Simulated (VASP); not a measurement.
Write the native input for VASP 6.6.1 that does the following.

```yaml
Task: relaxation of cell and atoms
Functional: SVWN5
Potentials_or_basis: VASP PAW PBE potentials, release 64 (Ga_d, N)
Cutoff: 600 eV
k_mesh: 10 × 10 × 5
Occupations: fermi-dirac, width 0.05 eV
Spin: no spin polarisation
Dipole_correction: no
Further_INCAR_settings: ALGO = Normal; EDIFF = 1e-07; IBRION = 2; EDIFFG = -0.01; NSW = 60; ISIF = 3
```

The structure of GaN lies in POSCAR:

```
GaN
1.0
    3.1800000000      0.0000000000      0.0000000000
   -1.5900000000      2.7539607840      0.0000000000
    0.0000000000      0.0000000000      5.1660000000
Ga N
2 2
Direct
    0.6666666667      0.3333333333      0.5000000000
    0.3333333333      0.6666666667      0.0000000000
    0.6666666667      0.3333333333      0.8750000000
    0.3333333333      0.6666666667      0.3750000000
```

One way to write it, as run:

INCAR

```
SYSTEM = GaN
PREC = Accurate ; ENCUT = 600
EDIFF = 1E-7 ; ISMEAR = -1
SIGMA = 0.05 ; LREAL = .False.
LASPH = .True. ; NELM = 100
ALGO = Normal ; ISIF = 3
LWAVE = .False. ; LCHARG = .False.
GGA = VW ; IBRION = 2
NSW = 60 ; EDIFFG = -0.01
```

KPOINTS

```
regular mesh
0
Gamma
  10 10 5
  0 0 0
```

Potentials or basis: VASP PAW PBE potentials, release 64 (Ga_d, N).

Command:

```sh
$ cat potpaw_PBE.64/Ga_d/POTCAR potpaw_PBE.64/N/POTCAR > POTCAR
$ mpirun -np 1 vasp_std > vasp.out
```

It gave:

```json
{
  "Relaxed volume": "11.04 Å³/atom",
  "Relaxed cell": "a = 3.150 Å, b = 3.150 Å, c = 5.137 Å, α = 90.00°, β = 90.00°, γ = 120.00°",
  "Space group after relaxing (to 0.1 Å)": "P6_3mc (No. 186)",
  "Energy gained by relaxing": "4.4 meV/atom",
  "Ionic steps": "4",
  "Pressure after relaxing": "0.1 GPa",
  "Largest force after relaxing": "0.009 eV/Å",
  "Band gap on the k mesh": "2.13 eV"
}
```

Caveat: the PAW data sets were made with another functional, which shifts forces and pressure a little.

Wall time 5.1 min on 1 thread of Intel Xeon 8259CL, on a shared host, peak memory 0.19 GiB.
